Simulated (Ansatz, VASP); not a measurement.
# Two plane-wave programs on Sb3Pb

```
CELL_PARAMETERS angstrom
-3.18098 3.18098 3.18098
3.18098 -3.18098 3.18098
3.18098 3.18098 -3.18098
ATOMIC_POSITIONS crystal
Sb 0.00000 0.50000 0.50000
Sb 0.50000 0.00000 0.50000
Sb 0.50000 0.50000 0.00000
Pb 0.00000 0.00000 0.00000
```

Alike in both runs: task single point; functional PBE; k mesh 10 × 10 × 10; occupations gaussian, width 0.1 eV; no spin polarisation.

|  | VASP | Ansatz |
| --- | --- | --- |
| version | VASP 6.6.1 | Ansatz 0.2.0 |
| potentials or method | VASP PAW PBE potentials, release 64 (Sb, Pb_d), cutoff 520 eV | scalar-relativistic, plane waves, PAW |
| valence electrons in the cell | 29 | 59 |

VASP gave:

```
gap on the k mesh at the Fermi level (eV) : none
pressure (GPa)                            : -1.4
```

Question: Which values does Ansatz return?

Answer: gap on the k mesh at the Fermi level (eV): none; pressure (GPa): -1.3.

A gap of «none» marks a metal or a gap that the smearing closes. With one functional, cell and mesh, what is left measures potentials, basis and numerics. VASP's potentials hold 29 valence electrons a cell and Ansatz's 59, so a difference there can come from the potentials and not from the codes.

Neither program's run includes spin-orbit coupling.
